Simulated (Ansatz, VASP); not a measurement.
**LiF: VASP beside Ansatz**

INCAR

```
PREC = Accurate ; ENCUT = 750
EDIFF = 1E-6 ; ISMEAR = 0
SIGMA = 0.02 ; LREAL = False
LASPH = True ; NELM = 120
ALGO = Normal ; ISIF = 2
LWAVE = False ; LCHARG = False
GGA = PE ; NBANDS = 12
GGA_COMPAT = False
```

The input KPOINTS:

```
regular mesh
0
Gamma
  10 10 10
```

Contents of POSCAR:

```
LiF
1.0
    0.0000000000      1.9708512465      1.9708512465
    1.9708512465      0.0000000000      1.9708512465
    1.9708512465      1.9708512465      0.0000000000
Li F
1 1
Direct
    0.0000000000      0.0000000000      0.0000000000
    0.5000000000      0.5000000000      0.5000000000
```

Input for Ansatz:

```yaml
crystal:
  lattice:
    - [0.0, 1.9708512465, 1.9708512465]
    - [1.9708512465, 0.0, 1.9708512465]
    - [1.9708512465, 1.9708512465, 0.0]
  atoms:
    - { symbol: Li, position: [0.0, 0.0, 0.0] }
    - { symbol: F, position: [0.5, 0.5, 0.5] }
basis:
  ecutwfc: 420
kpoints:
  mp_grid: { grid: [10, 10, 10] }
hamiltonian:
  xc: pbe
scf:
  occupations: { method: gaussian, width: 0.02 }
output:
  forces: true
  stress: true
  eigenvalues: true
```

Alike in both runs: task single point; functional PBE; k mesh 10 × 10 × 10; occupations gaussian, width 0.02 eV; no spin polarisation.

|  | VASP | Ansatz |
| --- | --- | --- |
| version | VASP 6.6.1 | Ansatz 0.2.0 |
| potentials or method | VASP PAW PBE potentials, release 64 (Li_sv, F), cutoff 750 eV | scalar-relativistic, plane waves, PAW |
| valence electrons in the cell | 10 | 10 |

```csv
,VASP,Ansatz,Ansatz less VASP
gap on the k mesh at the Fermi level (eV),9.68,9.69,+0.012
least direct gap on the mesh (eV),9.68,9.69,+0.012
pressure (GPa),7.0,7.7,+0.76
```

The functional is the same, so the differences come from potentials, cutoffs and numerics.
